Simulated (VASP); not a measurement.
Crystal: GaP4.

```xyz
5
Lattice="2.2981 -3.5554 0.0000 2.2981 3.5554 0.0000 0.0000 0.0000 6.4209" Properties=species:S:1:pos:R:3 pbc="T T T"
Ga    2.2981    0.0000    0.0000
P     2.2981   -2.1003    4.3496
P     2.2981    2.1003    4.3496
P     2.2981    2.1003    2.0714
P     2.2981   -2.1003    2.0714
```

| Item | Value |
| --- | --- |
| Program | VASP 6.6.1 |
| Task | relaxation of cell and atoms |
| Functional | PBE |
| Potentials or basis | VASP PAW PBE potentials, release 64 (Ga_d, P) |
| Cutoff | 600 eV |
| k mesh | 4 × 4 × 4 |
| Occupations | gaussian, width 0.1 eV |
| Spin | no spin polarisation |

At the start: pressure -3.0 GPa; volume 20.99 Å³/atom.

Question: Where does the relaxation end?

Answer: Over 16 steps the energy falls by 45.5 meV/atom and the volume is 19.14 Å³/atom (-8.8 %); space group Cmmm (No. 65, to 0.05 Å).

The path:
| step | energy change (eV) | largest force (eV/Å) | pressure (GPa) | volume (Å³) |
| --- | --- | --- | --- | --- |
| 1 | 0.0000 | 0.5304 | -3.02 | 104.93 |
| 2 | -0.1055 | 0.7813 | 1.06 | 99.00 |
| 3 | -0.1121 | 0.5888 | 0.19 | 100.02 |
| 4 | -0.1629 | 0.3599 | 0.03 | 98.76 |
| 5 | -0.1900 | 0.1862 | -0.12 | 96.85 |
| 6 | -0.2047 | 0.0757 | -0.13 | 96.40 |
| 7 | -0.2095 | 0.0847 | -0.11 | 96.01 |
| 8 | -0.2184 | 0.0286 | 0.31 | 95.62 |
| 9 | -0.2206 | 0.1134 | 0.62 | 95.33 |
| 10 | -0.2245 | 0.0590 | 0.09 | 95.95 |
| 11 | -0.2251 | 0.0396 | -0.22 | 96.30 |
| 12 | -0.2261 | 0.0296 | -0.25 | 96.21 |
| 13 | -0.2271 | 0.0521 | -0.27 | 95.92 |
| 14 | -0.2272 | 0.0381 | -0.27 | 96.00 |
| 15 | -0.2270 | 0.0498 | 0.29 | 95.32 |
| 16 | -0.2276 | 0.0048 | -0.01 | 95.69 |

Final structure:
```xyz
5
Lattice="2.2680 -3.6381 0.0000 2.2680 3.6381 0.0000 0.0000 0.0000 5.7988" Properties=species:S:1:pos:R:3 pbc="T T T"
Ga    2.2680    0.0000    0.0000
P     2.2680   -2.2041    4.0132
P     2.2680    2.2041    4.0132
P     2.2680    2.2041    1.7856
P     2.2680   -2.2041    1.7856
```

Caveat: the k points lie up to 0.41 Å⁻¹ apart in the final cell.
